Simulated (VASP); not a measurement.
A run of VASP 6.6.1 is set up as follows.

File INCAR:

```
SYSTEM = HBr
PREC = Accurate
ENCUT = 520
EDIFF = 1E-6
ISMEAR = 0
SIGMA = 0.02
LREAL = .FALSE.
LASPH = .TRUE.
NELM = 60
ALGO = Normal
ISIF = 2
LWAVE = .FALSE.
LCHARG = .TRUE.
GGA = PS
LELF = .TRUE.
LVHAR = .TRUE.
NBANDS = 16
```

KPOINTS

```
regular mesh
0
G
  6 6 8
  0 0 0
```

Contents of POSCAR:

```
HBr
1.0
    5.4459128156      0.0000000000      0.0000000000
    0.0000000000      5.4459128156      0.0000000000
    0.0000000000      0.0000000000      3.1918991552
H Br
2 2
Direct
    0.0000000000      0.0000000000      0.0000000000
    0.5000000000      0.5000000000      0.5000000000
    0.0000000000      0.0000000000      0.5000000000
    0.5000000000      0.5000000000      0.0000000000
```

Potentials or basis: VASP PAW PBE potentials, release 64 (H, Br).

The run is started by

```bash
$ cat potpaw_PBE.64/H/POTCAR potpaw_PBE.64/Br/POTCAR > POTCAR
$ mpirun -np 1 vasp_std > vasp.out
```

Q: Estimate the pressure.

A: 4.0 GPa.

Q: Estimate the band gap on the k mesh.

A: 1.93 eV.

Stress tensor (GPa, compression positive):
```
-0.02  0.00  0.00
 0.00 -0.02  0.00
 0.00  0.00 11.90
```

Caveat: the cell differs from its parent crystal (strain along c alone, the other axes held: -4.5 %); the PAW data sets were made with another functional, which shifts forces and pressure a little. A k mesh can miss the band edges.
